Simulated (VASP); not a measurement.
# Cu (P6_3/mmc) in VASP: further runs

The runs below take Cu through single point, with PBE.

Program: VASP 6.6.1. These are calculated values, not measurements. Logs are shortened: lines on timing, memory, paths and dates and some standing lists are left out, and cuts for length are marked.

### Step 1. The cell of the first run

It takes space group P6_3/mmc (No. 194, hexagonal). The conventional cell has a = 2.471 Å, b = 2.471 Å, c = 4.318 Å, α = 90.00°, β = 90.00°, γ = 120.00°. Within 3.3 Å of Cu (site symmetry -6m2) lie 12 Cu at 2.47 to 2.59 Å.

### Step 2. Single point, PBE (strain -0.025 along x and y, +0.050 along z)

Contents of INCAR:

```
PREC = Accurate
ENCUT = 520
EDIFF = 1E-7
ISMEAR = 0
SIGMA = 0.15
LREAL = F
LASPH = T
NELM = 60
ALGO = Fast
ISIF = 2
LWAVE = F
LCHARG = F
GGA = PE
NBANDS = 18
```

Contents of KPOINTS:

```
regular mesh
0
Gamma
  24 24 12
```

Contents of POSCAR:

```
Cu
1.0
    2.4707442531      0.0000000000      0.0000000000
   -1.2353721265      2.1397272894      0.0000000000
    0.0000000000      0.0000000000      4.3181995500
Cu
2
Direct
    0.3333333333      0.6666666667      0.2500000000
    0.6666666667      0.3333333333      0.7500000000
```

Potentials or basis: VASP PAW PBE potentials, release 64 (Cu).

Launch:

```
cat potpaw_PBE.64/Cu/POTCAR > POTCAR
mpirun -np 1 vasp_std > vasp.out
```

OUTCAR:

```text
PREC = Accurate
   ENCUT = 520
   EDIFF = 1E-7
   ISMEAR = 0
   LREAL = F
   LASPH = T
   NELM = 60
   ISIF = 2
   GGA = PE

 ion  position               nearest neighbor table
   1  0.333  0.667  0.250-   2 2.59   2 2.59   2 2.59   2 2.59   2 2.59   2 2.59
   2  0.667  0.333  0.750-   1 2.59   1 2.59   1 2.59   1 2.59   1 2.59   1 2.59

  LATTYP: Found a hexagonal cell.
 ALAT       =     2.4707442531
 C/A-ratio  =     1.7477323056

  Lattice vectors:

 A1 = (   2.4707442531,   0.0000000000,   0.0000000000)
 A2 = (  -1.2353721265,   2.1397272894,   0.0000000000)
 A3 = (   0.0000000000,   0.0000000000,   4.3181995500)

Analysis of symmetry for initial positions (statically):
=====================================================================
 Subroutine PRICEL returns:
 Original cell was already a primitive cell.

 Routine SETGRP: Setting up the symmetry group for a
 hexagonal supercell.

 Subroutine GETGRP returns: Found 24 space group operations
 (whereof 12 operations were pure point group operations)
 out of a pool of 24 trial point group operations.

The static configuration has the point symmetry D_3d.
 The point group associated with its full space group is D_6h.

Analysis of symmetry for dynamics (positions and initial velocities):
=====================================================================
 Subroutine PRICEL returns:
 Original cell was already a primitive cell.

 Routine SETGRP: Setting up the symmetry group for a
 hexagonal supercell.

 Subroutine GETGRP returns: Found 24 space group operations
 (whereof 12 operations were pure point group operations)
 out of a pool of 24 trial point group operations.

The dynamic configuration has the point symmetry D_3d.
 The point group associated with its full space group is D_6h.

 Subroutine INISYM returns: Found 24 space group operations
 (whereof 12 operations are pure point group operations),
 and found     1 'primitive' translations

----------------------------------------------------------------------------------------

                                     Primitive cell

  volume of cell :      22.8291

  direct lattice vectors                    reciprocal lattice vectors
     2.470744253  0.000000000  0.000000000     0.404736346  0.233674638  0.000000000
    -1.235372126  2.139727289  0.000000000     0.000000000  0.467349276  0.000000000
     0.000000000  0.000000000  4.318199550     0.000000000  0.000000000  0.231577996

  length of vectors
     2.470744253  2.470744253  4.318199550     0.467349276  0.467349276  0.231577996

  position of ions in fractional coordinates (direct lattice)
     0.333333333  0.666666667  0.250000000
     0.666666667  0.333333333  0.750000000

  ion indices of the primitive-cell ions
   primitive index   ion index
                 1           1
                 2           2

----------------------------------------------------------------------------------------

 KPOINTS: regular mesh

Automatic generation of k-mesh.
 Grid dimensions read from file:
 generate k-points for:   24   24   12

 Generating k-lattice:

  Cartesian coordinates                     Fractional coordinates (reciprocal lattice)
     0.016864014  0.009736443  0.000000000     0.041666667  0.000000000  0.000000000
     0.000000000  0.019472887  0.000000000     0.000000000  0.041666667  0.000000000
     0.000000000  0.000000000  0.019298166     0.000000000  0.000000000  0.083333333

  Length of vectors
     0.019472887  0.019472887  0.019298166

  Shift w.r.t. Gamma in fractional coordinates (k-lattice)
     0.000000000  0.000000000  0.000000000

 Subroutine IBZKPT returns following result:
 ===========================================

 Found    427 irreducible k-points:

 Following reciprocal coordinates:
            Coordinates               Weight
  0.000000  0.000000  0.000000      1.000000
  0.041667  0.000000  0.000000      6.000000
  0.083333  0.000000  0.000000      6.000000
  0.125000 -0.000000  0.000000      6.000000
  0.166667  0.000000  0.000000      6.000000
  0.208333  0.000000  0.000000      6.000000
[... 16 lines left out ...]
  0.416667  0.041667  0.000000     12.000000
  0.458333  0.041667  0.000000     12.000000
 [... further k-points ...]
   k-points           NKPTS =    427   k-points in BZ     NKDIM =    427   number of bands    NBANDS=     18
   number of dos      NEDOS =    301   number of ions     NIONS =      2
   total plane-waves  NPLWV =  10368
   dimension x,y,z NGX =    18 NGY =   18 NGZ =   32
   dimension x,y,z NGXF=    36 NGYF=   36 NGZF=   64
   ions per type =               2
   NGX,Y,Z   is equivalent  to a cutoff of  12.11, 12.11, 12.32 a.u.
   NGXF,Y,Z  is equivalent  to a cutoff of  24.22, 24.22, 24.64 a.u.
 SYSTEM =  unknown system
   PREC   = accura    normal or accurate (medium, high low for compatibility)
   ISTART =      0    job   : 0-new  1-cont  2-samecut
   ICHARG =      2    charge: 1-file 2-atom 10-const
   ISPIN  =      1    spin polarized calculation?
   LNONCOLLINEAR =      F non collinear calculations
   LSORBIT =      F    spin-orbit coupling
   LASPH  =      T    aspherical Exc in radial PAW
   ENCUT  =  520.0 eV  38.22 Ry    6.18 a.u.   4.59  4.59  8.03*2*pi/ulx,y,z
   NELM   =     60;   NELMIN=  2; NELMDL= -5     # of ELM steps
   EDIFF  = 0.1E-06   stopping-criterion for ELM
   LREAL  =      F    real-space projection
   EDIFFG = 0.1E-05   stopping-criterion for IOM
   NSW    =      0    number of steps for IOM
   IBRION =     -1    ionic relax: 0-MD 1-quasi-New 2-CG
   NFREE  =      0    steps in history (QN), initial steepest desc. (CG)
   ISIF   =      2    stress and relaxation
   ISYM   =      2    0-nonsym 1-usesym 2-fastsym
   POTIM  = 0.5000    time-step for ionic-motion
   TEBEG  =    0.0;   TEEND  =   0.0 temperature during run
   PSTRESS=    0.0 pullay stress
   NELECT =      22.0000    total number of electrons
   NUPDOWN=      -1.0000    fix difference up-down
   EMIN   =  10.00;   EMAX   =-10.00  energy-range for DOS
   EFERMI =   0.00;   METHOD = LEGACY
   ISMEAR =     0;   SIGMA  =   0.15  broadening in eV -4-tet -1-fermi 0-gaus
   EFERMI_NEDOS =   21; number of points for ismear=-14 and -15
   IALGO  =     68    algorithm
   IMIX   =      4    mixing-type and parameters
     AMIX     =   0.40;   BMIX     =  1.00
     AMIX_MAG =   1.60;   BMIX_MAG =  1.00
  volume/ion in A,a.u.               =      11.41        77.03
  Fermi-wavevector in a.u.,A,eV,Ry     =   1.617035  3.055753 35.576543  2.614802
  Thomas-Fermi vector in A             =   2.711525
   LORBIT       =      0    0 simple, 1 ext, 2 COOP (PROOUT), +10 PAW based schemes
   GGA     = PE    functional components
   LHFCALC =     F    Hartree Fock is set to
   AEXX    =    0.0000 exact exchange contribution
   IVDW    =     0    specifies the selected vdW correction
   LEPSILON=     F    determine dielectric tensor
   LRPA    =     F    only Hartree local field effects (RPA)
 non-spin polarized calculation
 RMM-DIIS sequential band-by-band and
 Gauss-broadening in eV      SIGMA  =   0.15
  energy-cutoff  :      520.00
  volume of cell :       22.83
 maximum number of plane-waves:       636
   NGX =  9   NGY =  9   NGZ = 17

 number of electron      21.9999984 magnetization

 Free energy of the ion-electron system (eV)
  ---------------------------------------------------
  ext. energy  EPLUGINS =         0.00000000
  ---------------------------------------------------
  free energy    TOTEN  =        -7.37397092 eV

  energy without entropy =       -7.36449258  energy(sigma->0) =       -7.36923175

 E-fermi :   8.0361     XC(G=0): -12.9214

 val. band max:        8.0340463502   @ k =   0.3750   0.1250   0.2500
 cond. band min:       8.0390789890   @ k =   0.5000  -0.0000   0.1667
 fundamental gap:      0.0050326388
 Fermi energy:         8.0361151860

 k-point     1 :       0.0000    0.0000    0.0000
  band No.  band energies     occupation
      1      -1.5971      2.00000
      2       2.5714      2.00000
      3       4.6311      2.00000
      4       4.9276      2.00000
      5       4.9276      2.00000
      6       5.0947      2.00000
[... 10 lines left out ...]
     17      31.8491      0.00000
     18      33.2934      0.00000

 k-point     2 :       0.0417    0.0000    0.0000
  band No.  band energies     occupation
      1      -1.5364      2.00000
      2       2.6116      2.00000
      3       4.6331      2.00000
      4       4.9214      2.00000
      5       4.9508      2.00000
      6       5.0809      2.00000
[... 10 lines left out ...]
     17      31.0015      0.00000
     18      33.3477      0.00000

 k-point     3 :       0.0833    0.0000    0.0000
  band No.  band energies     occupation
      1      -1.3554      2.00000
      2       2.7286      2.00000
      3       4.6277      2.00000
      4       4.9136      2.00000
      5       5.0194      2.00000
      6       5.0449      2.00000
[... 10 lines left out ...]
     17      30.2962      0.00000
     18      33.9143      0.00000

 k-point     4 :       0.1250   -0.0000    0.0000
  band No.  band energies     occupation
      1      -1.0573      2.00000
      2       2.9097      2.00000
      3       4.5916      2.00000
      4       4.9049      2.00000
      5       4.9399      2.00000
      6       5.0241      2.00000
[... 10 lines left out ...]
     17      30.5385      0.00000
     18      32.4370      0.00000

 k-point     5 :       0.1667    0.0000    0.0000
  band No.  band energies     occupation
      1      -0.6483      2.00000
      2       3.1301      2.00000
      3       4.5271      2.00000
      4       4.6065      2.00000
      5       4.8461      2.00000
      6       5.0927      2.00000
[... 10 lines left out ...]
     17      30.3342      0.00000
     18      31.0832      0.00000

 k-point     6 :       0.2083    0.0000    0.0000
  band No.  band energies     occupation
      1      -0.1389      2.00000
      2       3.3461      2.00000
      3       4.3222      2.00000
      4       4.4689      2.00000
      5       4.7675      2.00000
      6       5.2318      2.00000
[... 10 lines left out ...]
     17      28.4138      0.00000
     18      31.4497      0.00000

 k-point     7 :       0.2500   -0.0000    0.0000
  band No.  band energies     occupation
      1       0.4536      2.00000
      2       3.4931      2.00000
      3       4.0854      2.00000
      4       4.4564      2.00000
      5       4.7132      2.00000
      6       5.2414      2.00000
[... 10 lines left out ...]
     17      26.9791      0.00000
     18      29.7910      0.00000

 k-point     8 :       0.2917   -0.0000    0.0000
  band No.  band energies     occupation
      1       1.0992      2.00000
      2       3.5285      2.00000
      3       3.8934      2.00000
      4       4.4800      2.00000
      5       4.7403      2.00000
      6       5.1348      2.00000
[... 10 lines left out ...]
     17      25.3989      0.00000
     18      29.2291      0.00000
[... 229 lines left out ...]
     17      26.4389      0.00000
     18      30.1303      0.00000

 k-point    20 :       0.2917    0.0417    0.0000
  band No.  band energies     occupation
      1       1.4656      2.00000
      2       3.5357      2.00000
      3       3.8140      2.00000
      4       4.4685      2.00000
      5       4.7890      2.00000
      6       5.0524      2.00000
[... 10 lines left out ...]
     17      24.7357      0.00000
     18      29.7153      0.00000

 k-point    21 :       0.3333    0.0417    0.0000
  band No.  band energies     occupation
      1       2.0824      2.00000
      2       3.4653      2.00000
      3       3.6868      2.00000
      4       4.5287      2.00000
      5       4.9148      2.00000
      6       4.9710      2.00000
[... 10 lines left out ...]
     17      23.2152      0.00000
     18      30.1418      0.00000

 k-point    22 :       0.3750    0.0417    0.0000
  band No.  band energies     occupation
      1       2.5750      2.00000
      2       3.3805      2.00000
      3       3.5952      2.00000
      4       4.6601      2.00000
      5       4.9039      2.00000
      6       5.0280      2.00000
[... 10 lines left out ...]
     17      22.4985      0.00000
     18      29.2218      0.00000

 k-point    23 :       0.4167    0.0417    0.0000
  band No.  band energies     occupation
      1       2.8893      2.00000
      2       3.3001      2.00000
      3       3.5362      2.00000
      4       4.8428      2.00000
      5       4.8561      2.00000
      6       5.0675      2.00000
[... 10 lines left out ...]
     17      22.1451      0.00000
     18      29.0972      0.00000

 k-point    24 :       0.4583    0.0417    0.0000
  band No.  band energies     occupation
      1       3.0486      2.00000
      2       3.2341      2.00000
      3       3.5074      2.00000
      4       4.8312      2.00000
      5       4.9962      2.00000
      6       5.0475      2.00000
[... 10 lines left out ...]
     17      21.9727      0.00000
     18      29.0808      0.00000

 [... further k-points ...]
[... 5 lines left out ...]
  --------------------------------------------------------------------------------------
  -------------------------------------------------------------------------------------
  Total        1.9128685      1.9128685      0.0193532      0.0000000      0.0000000      0.0000000
  in kB      134.2476774    134.2476774      1.3582344      0.0000000      0.0000000      0.0000000
  external PRESSURE =      89.9511964 kB  Pullay stress =       0.0000000 kB

 VOLUME and BASIS-vectors are now :
 -----------------------------------------------------------------------------
  energy-cutoff  :      520.00
  volume of cell :       22.83
      direct lattice vectors                 reciprocal lattice vectors
     2.470744253  0.000000000  0.000000000     0.404736346  0.233674638  0.000000000
    -1.235372126  2.139727289  0.000000000     0.000000000  0.467349276  0.000000000
     0.000000000  0.000000000  4.318199550     0.000000000  0.000000000  0.231577996

 POSITION                                       TOTAL-FORCE (eV/Angst)
 -----------------------------------------------------------------------------------
     -0.00000      1.42648      1.07955        -0.000000      0.000000      0.000000
      1.23537      0.71324      3.23865         0.000000     -0.000000      0.000000
 -----------------------------------------------------------------------------------
    total drift:                               -0.000000      0.000000     -0.000000

  FREE ENERGIE OF THE ION-ELECTRON SYSTEM (eV)
  ---------------------------------------------------
  free  energy   TOTEN  =        -7.3739709161 eV

  energy  without entropy=       -7.3644925844  energy(sigma->0) =       -7.36923175
```

It took 3.4 min on 1 thread of AMD EPYC 7R13, shared host; peak memory 0.22 GiB.

What came out:

| Quantity | Value |
| --- | --- |
| Free energy | -7.3740 eV |
| Pressure | 9.0 GPa |
| Band gap on the k mesh | zero (band 11 reaches 12.52 eV, above the bottom of band 12 at 6.02 eV) |

Caveat: the cell differs from its parent crystal (strain -0.025 along x and y, +0.050 along z).

### Step 3. Single point, PBE (strain +0.025 along x and y, -0.050 along z)

Contents of INCAR:

```
SYSTEM = Cu
PREC     = Accurate       ! precision mode
ENCUT    = 520            ! plane-wave cutoff, eV
EDIFF    = 1E-6           ! SCF threshold, eV
ISMEAR   = 0              ! smearing method
SIGMA    = 0.15           ! smearing width, eV
LREAL    = .False.        ! projectors in reciprocal space
LASPH    = .True.         ! aspherical terms in the spheres
NELM     = 60             ! most SCF steps
ALGO     = Fast           ! electronic algorithm
ISIF     = 2              ! what is computed and relaxed
LWAVE    = .False.        ! write WAVECAR
LCHARG   = .False.        ! write CHGCAR
GGA      = PE             ! functional
NBANDS   = 18             ! bands
```

Contents of KPOINTS:

```
regular mesh
0
Gamma
  24 24 12
  0 0 0
```

Contents of POSCAR:

```
Cu
1.0
    2.5974490865      0.0000000000      0.0000000000
   -1.2987245433      2.2494568940      0.0000000000
    0.0000000000      0.0000000000      3.9069424500
Cu
2
Direct
    0.3333333333      0.6666666667      0.2500000000
    0.6666666667      0.3333333333      0.7500000000
```

Potentials or basis: VASP PAW PBE potentials, release 64 (Cu).

Launch:

```
cat potpaw_PBE.64/Cu/POTCAR > POTCAR
mpirun -np 1 vasp_std > vasp.out
```

It took 3.3 min on 1 thread of AMD EPYC 7R13, shared host; peak memory 0.22 GiB.

The run converged. Its results:

```
Free energy            : -7.3473 eV
Pressure               : 10.4 GPa
Band gap on the k mesh : zero (band 11 reaches 11.74 eV, above the bottom of band 12 at 6.04 eV)
```

Stress tensor (GPa, compression positive):
```
 5.15  0.00  0.00
 0.00  5.15  0.00
 0.00  0.00 20.78
```

Levels at points of the mesh, in eV from the Fermi level:
```
           k point  band 7  band 8  band 9  band 10  band 11  band 12  band 13  band 14  band 15  band 16
(0.00, 0.00, 0.00)   -2.82   -2.80   -2.80    -1.77    -1.77    -0.27     5.13    20.46    20.46    20.50
(0.50, 0.00, 0.00)   -2.65   -1.84   -1.68    -1.53    -0.21     1.28     8.34     9.06    11.35    12.01
(0.00, 0.00, 0.50)   -3.22   -3.22   -2.00    -2.00    -2.00    -2.00    14.96    14.96    21.28    21.28
(0.50, 0.00, 0.50)   -2.00   -2.00   -1.73    -1.73     0.36     0.36     4.83     4.83    15.57    15.57
```

Caveat: the cell differs from its parent crystal (strain +0.025 along x and y, -0.050 along z).

(Part 1 of 2 ends here.)
